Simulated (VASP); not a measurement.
A run of VASP 6.6.1:

The input INCAR:

```
SYSTEM = Al
PREC = Accurate ; ENCUT = 600
EDIFF = 1E-7 ; ISMEAR = -1
SIGMA = 0.05 ; LREAL = .False.
LASPH = .True. ; NELM = 80
ALGO = Normal ; ISIF = 3
LWAVE = .False. ; LCHARG = .False.
GGA = CA ; IBRION = 2
NSW = 60 ; EDIFFG = -0.005
```

The input KPOINTS:

```
Automatic mesh
0
Gamma
  18 18 18
  0 0 0
```

File POSCAR:

```
Al
1.0
    0.0000000000      2.0251003354      2.0251003354
    2.0251003354      0.0000000000      2.0251003354
    2.0251003354      2.0251003354      0.0000000000
Al
1
Direct
    0.0000000000      0.0000000000      0.0000000000
```

Potentials or basis: VASP PAW LDA potentials, release 64 (Al).

Run with:

```sh
$ cat potpaw_LDA.64/Al/POTCAR > POTCAR
$ mpirun -np 1 vasp_std > vasp.out
```

Hardware: 1 thread of Intel(R) Xeon(R) Platinum 8375C CPU @ 2.90GHz (Ice Lake) (shared host).

**Question.** Estimate the wall time of this run.

**Answer.** Run time: 14 s on 1 thread of Intel(R) Xeon(R) Platinum 8375C CPU @ 2.90GHz (Ice Lake), with other jobs on the host, peak memory 0.14 GiB. Counts: scf iterations 21, k points 195, ion steps 3.
